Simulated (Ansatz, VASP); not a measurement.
**One calculation of SnO2, two programs**

```xyz
6
Lattice="4.7531 0.0000 0.0000 0.0000 4.7531 0.0000 0.0000 0.0000 3.1970" Properties=species:S:1:pos:R:3 pbc="T T T"
Sn    0.0000    0.0000    0.0000
Sn    2.3765    2.3765    1.5985
O     1.4526    1.4526    0.0000
O     0.9239    3.8292    1.5985
O     3.3004    3.3004    0.0000
O     3.8292    0.9239    1.5985
```

Change from the starting cell: volume scaled by 1.01, crystal datasets.

Alike in both runs: task electric field gradients; functional LDA; k mesh 4 × 4 × 6; occupations fermi-dirac, width 0.03 eV; no spin polarisation.

```csv
,VASP,Ansatz
version,VASP 6.6.1,Ansatz 0.2.0
potentials or method,"VASP PAW LDA potentials, release 64 (Sn_d, O), cutoff 520 eV","all-electron PAW with datasets made for the crystal, scalar-relativistic"
```

|  | VASP | Ansatz | Ansatz less VASP |
| --- | --- | --- | --- |
| pressure (GPa) | -2.1 | -3.0 | -0.90 |
| traceless stress, the component that is largest in VASP (GPa) | 0.28 | 0.01 | -0.272 |
| rms of the force components (eV/Å) | 0.039 | 0.049 | +0.0103 |
| size of Vzz on the site where it differs most (V/Å²) | 106.8 | 105.2 | -1.57 |

LDA's correlation is that of Perdew and Zunger in VASP and of Perdew and Wang (1992) in Ansatz. Atom by atom the forces differ by 0.010 eV/Å (rms over components). Ansatz ran all-electron here, and VASP with PAW potentials.
